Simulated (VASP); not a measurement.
MgI2:

```
Mg I
1.0
     2.02748    1.17056    7.36425
    -2.02748    1.17056    7.36425
     0.00000   -2.34113    7.36425
Mg I
1 2
Cartesian
  0.0000 0.0000 -0.0002
  0.0000 0.0000 9.2085
  0.0000 0.0000 5.5201
```

This cell differs from its parent crystal: uniaxial z strain +1.5%.

Base run:

```yaml
Program: VASP 6.6.1
Functional: PBE
Potentials_or_basis: VASP PAW PBE potentials, release 64 (Mg, I)
Cutoff: 520 eV
k_mesh: 8 × 8 × 8
Occupations: fermi-dirac, width 0.02 eV
Spin: no spin polarisation
```

Its results: band gap on the k mesh 2.75 eV, indirect (least direct gap 2.85 eV); pressure 0.9 GPa; largest force 0.008 eV/Å.

Q: The run is repeated on the same cell with these changes: functional from PBE to r2SCAN; occupations from fermi-dirac, width 0.02 eV to gaussian, width 0.01 eV. What comes out?

A: Band gap on the k mesh 3.26 eV, indirect (least direct gap 3.56 eV); pressure 0.4 GPa; largest force 0.045 eV/Å.

Caveats: spin-orbit coupling is left out, which moves the levels of the heavy elements; the PAW data sets were made with another functional, which shifts forces and pressure a little (some runs).

A k mesh can miss the band edges.
